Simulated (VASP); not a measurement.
# HfSn3S8 (P-3m1) in VASP: a series of runs

The runs below take HfSn3S8 through single point, with PBE.

Program: VASP 6.6.1. These are calculated values, not measurements. Logs are shortened: lines on timing, memory, paths and dates and some standing lists are left out, and cuts for length are marked.

## (1) The cell of the first run

Symmetry: P-3m1, No. 164, trigonal system. The conventional cell has a = 3.680 Å, b = 3.680 Å, c = 24.956 Å, α = 90.00°, β = 90.00°, γ = 120.00°. Within 3.4 Å of Hf (site symmetry -3m) lie 6 S at 2.58 Å. Sn (site symmetry -3m) has 6 S at 2.58 Å within 3.4 Å. Sn (site symmetry 3m) has 6 S at 2.58 Å within 3.4 Å. S (site symmetry 3m) has 3 Sn at 2.58 Å within 3.4 Å. Within 3.4 Å of S (site symmetry 3m) lie 3 Sn at 2.58 Å. S (site symmetry 3m) has 3 Hf at 2.58 Å within 3.4 Å. S (site symmetry 3m) has 3 Sn at 2.58 Å within 3.4 Å.

## (2) Single point, PBE

Input file INCAR:

```
SYSTEM = HfSn3S8
  ALGO = Normal
  EDIFF = 1E-6
  ENCUT = 520
  GGA = PE
  ISIF = 2
  ISMEAR = 0
  LASPH = .True.
  LCHARG = .False.
  LREAL = .False.
  LWAVE = .False.
  NBANDS = 62
  NELM = 80
  PREC = Accurate
  SIGMA = 0.1
```

Input file KPOINTS:

```
k-points
0
Gamma
  6 6 1
  0 0 0
```

Input file POSCAR:

```
HfSn3S8
1.0
    3.6802470300      0.0000000000      0.0000000000
   -1.8401235200      3.1871874200      0.0000000000
    0.0000000000      0.0000000000     24.9556156800
Hf Sn S
1 3 8
Direct
    0.0000000000      0.0000000000      0.5000000000
    0.0000000000      0.0000000000      0.0000000000
    0.0000000000      0.0000000000      0.2500000000
    0.0000000000      0.0000000000      0.7500000000
    0.3333333300      0.6666666700      0.0586633700
    0.3333333300      0.6666666700      0.3086633700
    0.3333333300      0.6666666700      0.5586633700
    0.3333333300      0.6666666700      0.8086633700
    0.6666666700      0.3333333300      0.1913366300
    0.6666666700      0.3333333300      0.4413366300
    0.6666666700      0.3333333300      0.6913366300
    0.6666666700      0.3333333300      0.9413366300
```

Potentials or basis: VASP PAW PBE potentials, release 64 (Hf_pv, Sn_d, S).

Started as:

```console
> cat potpaw_PBE.64/Hf_pv/POTCAR potpaw_PBE.64/Sn_d/POTCAR potpaw_PBE.64/S/POTCAR > POTCAR
> mpirun -np 1 vasp_std > vasp.out
```

OUTCAR:

```text
SYSTEM = HfSn3S8
   EDIFF = 1E-6
   ENCUT = 520
   GGA = PE
   ISIF = 2
   ISMEAR = 0
   LASPH = .True.
   LREAL = .False.
   NELM = 80
   PREC = Accurate

 ion  position               nearest neighbor table
   1  0.000  0.000  0.500-   7 2.58  10 2.58  10 2.58   7 2.58  10 2.58   7 2.58
   2  0.000  0.000  0.000-   5 2.58  12 2.58  12 2.58   5 2.58  12 2.58   5 2.58
   3  0.000  0.000  0.250-   6 2.58   9 2.58   9 2.58   6 2.58   9 2.58   6 2.58
   4  0.000  0.000  0.750-   8 2.58  11 2.58  11 2.58   8 2.58  11 2.58   8 2.58
   5  0.333  0.667  0.059-   2 2.58   2 2.58   2 2.58
   6  0.333  0.667  0.309-   3 2.58   3 2.58   3 2.58
   7  0.333  0.667  0.559-   1 2.58   1 2.58   1 2.58
   8  0.333  0.667  0.809-   4 2.58   4 2.58   4 2.58
   9  0.667  0.333  0.191-   3 2.58   3 2.58   3 2.58
  10  0.667  0.333  0.441-   1 2.58   1 2.58   1 2.58
  11  0.667  0.333  0.691-   4 2.58   4 2.58   4 2.58
  12  0.667  0.333  0.941-   2 2.58   2 2.58   2 2.58

  LATTYP: Found a hexagonal cell.
 ALAT       =     3.6802470300
 C/A-ratio  =     6.7809621138

  Lattice vectors:

 A1 = (   3.6802470300,   0.0000000000,   0.0000000000)
 A2 = (  -1.8401235200,   3.1871874200,   0.0000000000)
 A3 = (   0.0000000000,   0.0000000000,  24.9556156800)

Analysis of symmetry for initial positions (statically):
=====================================================================
 Subroutine PRICEL returns:
 Original cell was already a primitive cell.

 Routine SETGRP: Setting up the symmetry group for a
 hexagonal supercell.

 Subroutine GETGRP returns: Found 12 space group operations
 (whereof 12 operations were pure point group operations)
 out of a pool of 24 trial point group operations.

The static configuration has the point symmetry D_3d.

Analysis of symmetry for dynamics (positions and initial velocities):
=====================================================================
 Subroutine PRICEL returns:
 Original cell was already a primitive cell.

 Routine SETGRP: Setting up the symmetry group for a
 hexagonal supercell.

 Subroutine GETGRP returns: Found 12 space group operations
 (whereof 12 operations were pure point group operations)
 out of a pool of 24 trial point group operations.

The dynamic configuration has the point symmetry D_3d.

 Subroutine INISYM returns: Found 12 space group operations
 (whereof 12 operations are pure point group operations),
 and found     1 'primitive' translations

----------------------------------------------------------------------------------------

                                     Primitive cell

  volume of cell :     292.7203

  direct lattice vectors                    reciprocal lattice vectors
     3.680247030  0.000000000  0.000000000     0.271720890  0.156878130  0.000000000
    -1.840123520  3.187187420  0.000000000     0.000000000  0.313756258  0.000000000
     0.000000000  0.000000000 24.955615680     0.000000000  0.000000000  0.040071141

  length of vectors
     3.680247030  3.680247032 24.955615680     0.313756259  0.313756258  0.040071141

  position of ions in fractional coordinates (direct lattice)
     0.000000000  0.000000000  0.500000000
     0.000000000  0.000000000  0.000000000
     0.000000000  0.000000000  0.250000000
     0.000000000  0.000000000  0.750000000
     0.333333330  0.666666670  0.058663370
     0.333333330  0.666666670  0.308663370
     0.333333330  0.666666670  0.558663370
     0.333333330  0.666666670  0.808663370
     0.666666670  0.333333330  0.191336630
     0.666666670  0.333333330  0.441336630
     0.666666670  0.333333330  0.691336630
     0.666666670  0.333333330  0.941336630

  ion indices of the primitive-cell ions
   primitive index   ion index
                 1           1
                 2           2
                 3           3
                 4           4
                 5           5
                 6           6
                 7           7
                 8           8
                 9           9
                10          10
                11          11
                12          12

----------------------------------------------------------------------------------------

 KPOINTS: k-points

Automatic generation of k-mesh.
 Grid dimensions read from file:
 generate k-points for:    6    6    1

 Generating k-lattice:

  Cartesian coordinates                     Fractional coordinates (reciprocal lattice)
     0.045286815  0.026146355  0.000000000     0.166666667 -0.000000000  0.000000000
     0.000000000  0.052292710  0.000000000     0.000000000  0.166666667  0.000000000
     0.000000000  0.000000000  0.040071141     0.000000000  0.000000000  1.000000000

  Length of vectors
     0.052292710  0.052292710  0.040071141

  Shift w.r.t. Gamma in fractional coordinates (k-lattice)
     0.000000000  0.000000000  0.000000000

 Subroutine IBZKPT returns following result:
 ===========================================

 Found      7 irreducible k-points:

 Following reciprocal coordinates:
            Coordinates               Weight
  0.000000  0.000000  0.000000      1.000000
  0.166667  0.000000  0.000000      6.000000
  0.333333  0.000000  0.000000      6.000000
  0.500000  0.000000  0.000000      3.000000
  0.166667  0.166667  0.000000      6.000000
  0.333333  0.166667  0.000000     12.000000
  0.333333  0.333333  0.000000      2.000000
   k-points           NKPTS =      7   k-points in BZ     NKDIM =      7   number of bands    NBANDS=     62
   number of dos      NEDOS =    301   number of ions     NIONS =     12
   total plane-waves  NPLWV = 150528
   dimension x,y,z NGX =    28 NGY =   28 NGZ =  192
   dimension x,y,z NGXF=    56 NGYF=   56 NGZF=  384
   ions per type =               1   3   8
   NGX,Y,Z   is equivalent  to a cutoff of  12.65, 12.65, 12.79 a.u.
   NGXF,Y,Z  is equivalent  to a cutoff of  25.30, 25.30, 25.58 a.u.
 SYSTEM =  HfSn3S8
   PREC   = accura    normal or accurate (medium, high low for compatibility)
   ISTART =      0    job   : 0-new  1-cont  2-samecut
   ICHARG =      2    charge: 1-file 2-atom 10-const
   ISPIN  =      1    spin polarized calculation?
   LNONCOLLINEAR =      F non collinear calculations
   LSORBIT =      F    spin-orbit coupling
   LASPH  =      T    aspherical Exc in radial PAW
   ENCUT  =  520.0 eV  38.22 Ry    6.18 a.u.   6.84  6.84 46.40*2*pi/ulx,y,z
   NELM   =     80;   NELMIN=  2; NELMDL= -5     # of ELM steps
   EDIFF  = 0.1E-05   stopping-criterion for ELM
   LREAL  =      F    real-space projection
   EDIFFG = 0.1E-04   stopping-criterion for IOM
   NSW    =      0    number of steps for IOM
   IBRION =     -1    ionic relax: 0-MD 1-quasi-New 2-CG
   NFREE  =      0    steps in history (QN), initial steepest desc. (CG)
   ISIF   =      2    stress and relaxation
   ISYM   =      2    0-nonsym 1-usesym 2-fastsym
   POTIM  = 0.5000    time-step for ionic-motion
   TEBEG  =    0.0;   TEEND  =   0.0 temperature during run
   PSTRESS=    0.0 pullay stress
   NELECT =     100.0000    total number of electrons
   NUPDOWN=      -1.0000    fix difference up-down
   EMIN   =  10.00;   EMAX   =-10.00  energy-range for DOS
   EFERMI =   0.00;   METHOD = LEGACY
   ISMEAR =     0;   SIGMA  =   0.10  broadening in eV -4-tet -1-fermi 0-gaus
   EFERMI_NEDOS =   21; number of points for ismear=-14 and -15
   IALGO  =     38    algorithm
   IMIX   =      4    mixing-type and parameters
     AMIX     =   0.40;   BMIX     =  1.00
     AMIX_MAG =   1.60;   BMIX_MAG =  1.00
  volume/ion in A,a.u.               =      24.39       164.61
  Fermi-wavevector in a.u.,A,eV,Ry     =   1.144433  2.162666 17.819930  1.309728
  Thomas-Fermi vector in A             =   2.281125
   LORBIT       =      0    0 simple, 1 ext, 2 COOP (PROOUT), +10 PAW based schemes
   GGA     = PE    functional components
   LHFCALC =     F    Hartree Fock is set to
   AEXX    =    0.0000 exact exchange contribution
   IVDW    =     0    specifies the selected vdW correction
   LEPSILON=     F    determine dielectric tensor
   LRPA    =     F    only Hartree local field effects (RPA)
 non-spin polarized calculation
 Gauss-broadening in eV      SIGMA  =   0.10
  energy-cutoff  :      520.00
  volume of cell :      292.72
 maximum number of plane-waves:      7911
 NGX is ok and might be reduce to    28
   NGX = 13   NGY = 13   NGZ = 93

 number of electron     100.0000010 magnetization

 Free energy of the ion-electron system (eV)
  ---------------------------------------------------
  ext. energy  EPLUGINS =         0.00000000
  ---------------------------------------------------
  free energy    TOTEN  =       -62.48663879 eV

  energy without entropy =      -62.48663879  energy(sigma->0) =      -62.48663879

 E-fermi :   4.0707     XC(G=0):  -9.1735

 val. band max:        3.5910276576   @ k =   0.0000   0.0000   0.0000
 cond. band min:       4.7976265327   @ k =   0.5000   0.0000   0.0000
 fundamental gap:      1.2065988751
 Fermi energy:         4.0706713665

 k-point     1 :       0.0000    0.0000    0.0000
  band No.  band energies     occupation
      1     -27.1613      2.00000
      2     -27.0587      2.00000
      3     -27.0587      2.00000
      4     -17.4726      2.00000
      5     -17.4726      2.00000
      6     -17.4715      2.00000
[... 54 lines left out ...]
     61       8.6858      0.00000
     62       8.7234      0.00000

 k-point     2 :       0.1667    0.0000    0.0000
  band No.  band energies     occupation
      1     -27.1537      2.00000
      2     -27.0990      2.00000
      3     -27.0679      2.00000
      4     -17.4892      2.00000
      5     -17.4880      2.00000
      6     -17.4880      2.00000
[... 314 lines left out ...]
     61       9.4496      0.00000
     62       9.5579      0.00000

 k-point     7 :       0.3333    0.3333    0.0000
  band No.  band energies     occupation
      1     -27.1689      2.00000
      2     -27.1689      2.00000
      3     -27.1270      2.00000
      4     -17.4957      2.00000
      5     -17.4957      2.00000
      6     -17.4945      2.00000
[... 54 lines left out ...]
     61       9.8142      0.00000
     62       9.8145      0.00000

------------------------ aborting loop because EDIFF is reached ----------------------------------------

  FORCE on cell =-STRESS in cart. coord.  units (eV):
  Direction    XX          YY          ZZ          XY          YZ          ZX
  --------------------------------------------------------------------------------------
  -------------------------------------------------------------------------------------
  Total        0.9181553      0.9181553      1.4746768     -0.0000000      0.0000000      0.0000000
  in kB        5.0254375      5.0254375      8.0715060     -0.0000000      0.0000000      0.0000000
  external PRESSURE =       6.0407936 kB  Pullay stress =       0.0000000 kB

 VOLUME and BASIS-vectors are now :
 -----------------------------------------------------------------------------
  energy-cutoff  :      520.00
  volume of cell :      292.72
      direct lattice vectors                 reciprocal lattice vectors
     3.680247030  0.000000000  0.000000000     0.271720890  0.156878130  0.000000000
    -1.840123520  3.187187420  0.000000000     0.000000000  0.313756258  0.000000000
     0.000000000  0.000000000 24.955615680     0.000000000  0.000000000  0.040071141

 POSITION                                       TOTAL-FORCE (eV/Angst)
 -----------------------------------------------------------------------------------
      0.00000      0.00000     12.47781         0.000000      0.000000     -0.000000
      0.00000      0.00000      0.00000         0.000000      0.000000     -0.000000
      0.00000      0.00000      6.23890         0.000000      0.000000      0.000494
      0.00000      0.00000     18.71671        -0.000000     -0.000000     -0.000494
     -0.00000      2.12479      1.46398         0.000000      0.000000      0.183541
     -0.00000      2.12479      7.70288         0.000000      0.000000      0.187267
     -0.00000      2.12479     13.94179         0.000000     -0.000000     -0.444830
     -0.00000      2.12479     20.18069        -0.000000      0.000000      0.183486
      1.84012      1.06240      4.77492         0.000000     -0.000000     -0.183486
      1.84012      1.06240     11.01383        -0.000000      0.000000      0.444830
      1.84012      1.06240     17.25273        -0.000000      0.000000     -0.187267
      1.84012      1.06240     23.49164        -0.000000      0.000000     -0.183541
 -----------------------------------------------------------------------------------
    total drift:                                0.000000      0.000000      0.000000

  FREE ENERGIE OF THE ION-ELECTRON SYSTEM (eV)
  ---------------------------------------------------
  free  energy   TOTEN  =       -62.4866387917 eV

  energy  without entropy=      -62.4866387917  energy(sigma->0) =      -62.48663879
```

It took 2.6 min on 1 thread of Intel Xeon Platinum 8375C at 2.90GHz (Ice Lake), shared host; peak memory 0.44 GiB.

Results:

```yaml
Free_energy: -62.4866 eV
Pressure: 0.6 GPa
Largest_force: 0.445 eV/Å
Band_gap_on_the_k_mesh: 1.21 eV (least direct gap 1.72 eV)
```

Forces in eV/Å, atoms in the order of the input:
```
Hf   0.000  0.000  0.000
Sn   0.000  0.000  0.000
Sn   0.000  0.000  0.000
Sn   0.000  0.000  0.000
S    0.000  0.000  0.184
S    0.000  0.000  0.187
S    0.000  0.000 -0.445
S    0.000  0.000  0.183
S    0.000  0.000 -0.183
S    0.000  0.000  0.445
S    0.000  0.000 -0.187
S    0.000  0.000 -0.184
```

Stress tensor (GPa, compression positive):
```
0.50 0.00 0.00
0.00 0.50 0.00
0.00 0.00 0.81
```

Caveat: spin-orbit coupling is left out, which moves the levels of the heavy elements; an odd mesh through Γ misses points on the zone boundary, where band edges can lie; this functional lacks dispersion, which binds the layers, so the pressure and a relaxed spacing across them are unreliable.

(Part 1 of 2 ends here.)
